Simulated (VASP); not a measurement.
Write the native input for VASP 6.6.1 that does the following.

```yaml
Task: single point
Functional: r2SCAN
Potentials_or_basis: VASP PAW PBE potentials, release 64 (Ti_sv, O)
Cutoff: 520 eV
k_mesh: 6 × 6 × 10
Occupations: gaussian, width 0.02 eV
Spin: no spin polarisation
Dipole_correction: no
Further_INCAR_settings: ALGO = Normal; EDIFF = 1e-06; NBANDS = 33
```

Crystal: TiO2 (Rutile).

```
CELL_PARAMETERS angstrom
4.71109 0.00000 0.00000
0.00000 4.71109 0.00000
0.00000 0.00000 2.98088
ATOMIC_POSITIONS crystal
Ti 0.00000 0.00000 0.00000
Ti 0.50000 0.50000 0.50000
O 0.30740 0.30740 0.00000
O 0.19260 0.80740 0.50000
O 0.69260 0.69260 0.00000
O 0.80740 0.19260 0.50000
```

This cell differs from its parent crystal: volume scaled by 1.06, then relaxed in part.

These files were run (other wordings do the same):

POSCAR

```
TiO2
1.0
    4.7110911777      0.0000000000      0.0000000000
    0.0000000000      4.7110911777      0.0000000000
    0.0000000000      0.0000000000      2.9808819704
Ti O
2 4
Direct
    0.0000000000      0.0000000000      0.0000000000
    0.5000000000      0.5000000000      0.5000000000
    0.3074040136      0.3074040136      0.0000000000
    0.1925959864      0.8074040136      0.5000000000
    0.6925959864      0.6925959864      0.0000000000
    0.8074040136      0.1925959864      0.5000000000
```

INCAR.step1

```
SYSTEM = TiO2
PREC = Accurate ; ENCUT = 520
ISMEAR = 0 ; SIGMA = 0.02
LREAL = .FALSE. ; LASPH = .TRUE.
NELM = 100 ; NBANDS = 33
GGA = PE ; ALGO = Normal
EDIFF = 1E-4 ; LWAVE = .TRUE.
LCHARG = .FALSE.
```

INCAR.step2

```
SYSTEM = TiO2
PREC = Accurate ; ENCUT = 520
EDIFF = 1E-6 ; ISMEAR = 0
SIGMA = 0.02 ; LREAL = .FALSE.
LASPH = .TRUE. ; NELM = 100
ALGO = Normal ; ISIF = 2
LWAVE = .FALSE. ; LCHARG = .FALSE.
METAGGA = R2SCAN ; LMIXTAU = .TRUE.
NBANDS = 33 ; ISTART = 1
```

KPOINTS

```
Automatic mesh
0
G
  6 6 10
  0 0 0
```

Potentials or basis: VASP PAW PBE potentials, release 64 (Ti_sv, O).

Launch:

```console
$ cat potpaw_PBE.64/Ti_sv/POTCAR potpaw_PBE.64/O/POTCAR > POTCAR
$ cp INCAR.step1 INCAR
$ mpirun -np 1 vasp_std > vasp.out
$ cp INCAR.step2 INCAR
$ mpirun -np 1 vasp_std > vasp.out
```

Results of the run:

```json
{
  "Pressure": "-10.3 GPa",
  "Largest force": "0.056 eV/Å",
  "Band gap on the k mesh": "2.21 eV, direct"
}
```

Caveat: the PAW data sets were made with another functional, which shifts forces and pressure a little.

It took 8.3 min on 1 thread of Intel Xeon 8259CL, on a shared host, peak memory 0.25 GiB.
